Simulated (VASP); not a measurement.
Write the native input for VASP 6.6.1 that does the following.

```yaml
Task: relaxation of cell and atoms
Functional: LDA
Potentials_or_basis: VASP PAW LDA potentials, release 64 (H)
Cutoff: 500 eV
k_mesh: 12 × 12 × 12
Occupations: gaussian, width 0.01 eV
Spin: no spin polarisation
Target_pressure: 1 GPa
Dipole_correction: no
Further_INCAR_settings: ALGO = Normal; EDIFF = 1e-07; IBRION = 2; EDIFFG = -0.001; NSW = 80; ISIF = 3
```

The structure of H lies in POSCAR:

```
H
1.0
   -1.4101864863      1.4101864863      1.9306382503
    1.4101864863     -1.4101864863      1.9306382503
    1.4101864863      1.4101864863     -1.9306382503
H
2
Direct
    0.9001528111      0.9001528111      0.0000000000
    0.0998471889      0.0998471889      0.0000000000
```

One way to write it, as run:

INCAR

```
SYSTEM = H
PREC = Accurate ; ENCUT = 500
EDIFF = 1E-7 ; ISMEAR = 0
SIGMA = 0.01 ; LREAL = .False.
LASPH = .True. ; NELM = 120
ALGO = Normal ; ISIF = 3
LWAVE = .False. ; LCHARG = .False.
IBRION = 2 ; NSW = 80
EDIFFG = -0.001 ; PSTRESS = 10.0
GGA_COMPAT = .False. ; NELMIN = 4
```

KPOINTS

```
Automatic mesh
0
Gamma
  12 12 12
  0 0 0
```

Potentials or basis: VASP PAW LDA potentials, release 64 (H).

The run is started by

```sh
$ cat potpaw_LDA.64/H/POTCAR > POTCAR
$ mpirun -np 1 vasp_std > vasp.out
```

It gave:

| Quantity | Value |
| --- | --- |
| Relaxed volume | 6.60 Å³/atom |
| Relaxed cell | a = 2.641 Å, b = 2.641 Å, c = 2.641 Å, α = 119.10°, β = 119.10°, γ = 91.57° |
| Space group after relaxing (to 0.1 Å) | I4/mmm (No. 139) |
| Energy change on relaxing (the run minimises the enthalpy) | +1.5 meV/atom |
| Ionic steps | 14 |
| Pressure after relaxing | 1.0 GPa |
| Band gap on the k mesh | 6.68 eV (least direct gap 7.24 eV) |

Caveat: the cell is relaxed towards a set pressure, so the run minimises the enthalpy, not the energy.

It took 24 s on 1 thread of Intel(R) Xeon(R) 6975P-C (Granite Rapids), on a shared host, peak memory 0.11 GiB.
